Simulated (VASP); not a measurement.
Wanted: the native input for a VASP 6.6.1 run.

- Task: single point
- Functional: LDA
- Potentials or basis: VASP PAW LDA potentials, release 64 (Si)
- Cutoff: 520 eV
- k mesh: 7 × 7 × 7
- Occupations: methfessel-paxton, width 0.0679 eV
- Spin: no spin polarisation
- Dipole correction: no
- Further INCAR settings: ALGO = Normal; EDIFF = 1e-07; NBANDS = 16

The structure of Si lies in POSCAR:

```
Si
1.0
   -3.3692048605      3.3692048605      1.9476834537
    3.3692048605     -3.3692048605      1.9476834537
    3.3692048605      3.3692048605     -1.9476834537
Si
4
Direct
    0.1788010000      0.1788010000      0.3576020000
    0.8211990000      0.8211990000      0.6423980000
    0.1788010000      0.8211990000      0.0000000000
    0.8211990000      0.1788010000      0.0000000000
```

One way to write it, as run:

INCAR

```
ALGO     = Normal         # electronic algorithm
EDIFF    = 1E-7           # SCF threshold, eV
ENCUT    = 520            # plane-wave cutoff, eV
GGA      = CA             # functional
ISIF     = 2              # what is computed and relaxed
ISMEAR   = 1              # smearing method
LASPH    = True           # aspherical terms in the spheres
LCHARG   = True           # write CHGCAR
LELF     = True           # ELF
LREAL    = False          # projectors in reciprocal space
LVHAR    = True         
LWAVE    = False          # write WAVECAR
NBANDS   = 16             # bands
NELM     = 60             # most SCF steps
PREC     = Accurate       # precision mode
SIGMA    = 0.0679         # smearing width, eV
```

KPOINTS

```
k-points
0
Gamma
  7 7 7
```

Potentials or basis: VASP PAW LDA potentials, release 64 (Si).

Command:

```sh
$ cat potpaw_LDA.64/Si/POTCAR > POTCAR
$ mpirun -np 1 vasp_std > vasp.out
```

It gave:

```
Pressure               : -4.7 GPa
Largest force          : 0.072 eV/Å
Band gap on the k mesh : 0.46 eV (least direct gap 0.57 eV)
```

Caveat: the cell stands under tension; an odd mesh through Γ misses points on the zone boundary, where band edges can lie.

It took 36 s on 1 thread of AMD EPYC 9R45 96-Core Processor (Zen 5), on a shared host, peak memory 0.17 GiB.
